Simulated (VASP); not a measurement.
Wanted: the native input for a VASP 6.6.1 run.

```
Task                               : single point
Functional                         : HSE06
Potentials or basis                : VASP PAW PBE potentials, release 64 (B, N)
Cutoff                             : 520 eV
k mesh                             : 8 × 8 × 8
Occupations                        : gaussian, width 0.05 eV
Spin                               : no spin polarisation
Dipole correction                  : no
Grid for exact exchange (PRECFOCK) : Normal
Further INCAR settings             : ALGO = Normal; EDIFF = 1e-06; NBANDS = 11
Share of exact exchange            : 0.25
Screening parameter                : 0.2079 1/Å
```

BN:

```
B N
1.0
     0.00000    1.79928    1.79928
     1.79928    0.00000    1.79928
     1.79928    1.79928    0.00000
B N
1 1
Cartesian
  0.0000 0.0000 0.0000
  0.8996 0.8996 0.8996
```

The input as run:

POSCAR

```
BN
1.0
    0.0000000000      1.7992816384      1.7992816384
    1.7992816384      0.0000000000      1.7992816384
    1.7992816384      1.7992816384      0.0000000000
B N
1 1
Direct
    0.0000000000      0.0000000000      0.0000000000
    0.2500000000      0.2500000000      0.2500000000
```

INCAR.step1

```
ALGO     = Normal         # electronic algorithm
EDIFF    = 1E-5           # SCF threshold, eV
ENCUT    = 520            # plane-wave cutoff, eV
GGA      = PE             # functional
ISIF     = 2              # what is computed and relaxed
ISMEAR   = 0              # smearing method
LASPH    = T              # aspherical terms in the spheres
LCHARG   = F              # write CHGCAR
LREAL    = F              # projectors in reciprocal space
LWAVE    = T              # write WAVECAR
NBANDS   = 11             # bands
NELM     = 80             # most SCF steps
PREC     = Accurate       # precision mode
SIGMA    = 0.05           # smearing width, eV
```

INCAR.step2

```
ALGO     = Normal         # electronic algorithm
EDIFF    = 1E-6           # SCF threshold, eV
ENCUT    = 520            # plane-wave cutoff, eV
GGA      = PE             # functional
HFSCREEN = 0.2079         # screening, 1/A
ISIF     = 2              # what is computed and relaxed
ISMEAR   = 0              # smearing method
ISTART   = 1            
LASPH    = T              # aspherical terms in the spheres
LCHARG   = F              # write CHGCAR
LHFCALC  = T              # exact exchange
LREAL    = F              # projectors in reciprocal space
LWAVE    = F              # write WAVECAR
NBANDS   = 11             # bands
NELM     = 80             # most SCF steps
PREC     = Accurate       # precision mode
PRECFOCK = Normal       
SIGMA    = 0.05           # smearing width, eV
```

KPOINTS

```
k-points
0
Gamma
  8 8 8
```

Potentials or basis: VASP PAW PBE potentials, release 64 (B, N).

Run with:

```console
$ cat potpaw_PBE.64/B/POTCAR potpaw_PBE.64/N/POTCAR > POTCAR
$ cp INCAR.step1 INCAR
$ mpirun -np 1 vasp_std > vasp.out
$ cp INCAR.step2 INCAR
$ mpirun -np 1 vasp_std > vasp.out
```

It gave:

| Property | Result |
| --- | --- |
| Pressure | -0.3 GPa |
| Band gap on the k mesh | 5.79 eV (least direct gap 10.62 eV) |

Caveat: the PAW data sets were made with another functional, which shifts forces and pressure a little.

It took 9.5 min on 1 thread of Intel(R) Xeon(R) Platinum 8259CL CPU @ 2.50GHz (Skylake/Cascade Lake), with other jobs on the host, peak memory 0.23 GiB.
